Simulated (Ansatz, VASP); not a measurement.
**Two plane-wave programs on Al2O3**

```
Al O
1.0
     3.25888    0.00000    0.00000
    -1.62944    2.82227    0.00000
     0.00000    0.00000    8.18061
Al O
2 3
Direct
  0.00000 0.00000 0.27795
  0.00000 0.00000 0.72205
  0.33333 0.66667 0.19945
  0.66667 0.33333 0.80055
  0.00000 0.00000 0.50000
```

Change from the starting cell: strain +0.080 along x and y, +0.080 along z, atoms carried along.

Alike in both runs: task single point; functional r2SCAN; k mesh 12 × 12 × 4; occupations gaussian, width 0.05 eV; no spin polarisation.

```csv
,VASP,Ansatz
version,VASP 6.6.1,Ansatz 0.2.0
potentials or method,"VASP PAW PBE potentials, release 64 (Al, O), cutoff 520 eV","scalar-relativistic, plane waves, PAW"
valence electrons in the cell,24,24
```

|  | VASP | Ansatz | Ansatz less VASP |
| --- | --- | --- | --- |
| gap on the k mesh at the Fermi level (eV) | 1.38 | 1.39 | +0.009 |
| least direct gap on the mesh (eV) | 1.38 | 1.39 | +0.009 |
| pressure (GPa) | -28.1 | -27.9 | +0.24 |
| traceless stress, the component that is largest in VASP (GPa) | -4.14 | -4.27 | -0.121 |
| rms of the force components (eV/Å) | 0.898 | 0.902 | +0.0037 |

VASP's potentials were made for PBE, not for r2SCAN. Atom by atom the forces differ by 0.015 eV/Å (rms over components).
